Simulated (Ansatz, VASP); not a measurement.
## One calculation of Be4ZnTe, two programs

```
CELL_PARAMETERS angstrom
0.00000 3.37678 3.37678
3.37678 0.00000 3.37678
3.37678 3.37678 0.00000
ATOMIC_POSITIONS crystal
Be 0.62141 0.62141 0.62141
Be 0.62141 0.62141 0.13576
Be 0.62141 0.13576 0.62141
Be 0.13576 0.62141 0.62141
Zn 0.25000 0.25000 0.25000
Te 0.00000 0.00000 0.00000
```

Change from the starting cell: species swapped into the ErInCu4 type (F-43m, No. 216).

Alike in both runs: functional PBE; k mesh 10 × 10 × 10; occupations gaussian, width 0.1 eV; no spin polarisation.

Ansatz relaxed the structure, and its values are those at the end. VASP's run is a single point on that final structure, the one shown.

|  | VASP | Ansatz |
| --- | --- | --- |
| version | VASP 6.6.1 | Ansatz 0.2.0 |
| potentials or method | VASP PAW PBE potentials, release 64 (Be, Zn, Te), cutoff 520 eV | scalar-relativistic, plane waves, PAW |
| valence electrons in the cell | 26 | 36 |

Ansatz gave:

| Quantity | Value |
| --- | --- |
| gap on the k mesh at the Fermi level (eV) | none |
| pressure (GPa) | 0.0 |

Which values does VASP return?

gap on the k mesh at the Fermi level (eV): none; pressure (GPa): 0.1.

A gap of «none» marks a metal or a gap that the smearing closes. With one functional, cell and mesh, what is left measures potentials, basis and numerics. VASP's potentials hold 26 valence electrons a cell and Ansatz's 36, so a difference there can come from the potentials and not from the codes.

Neither program's run includes spin-orbit coupling.
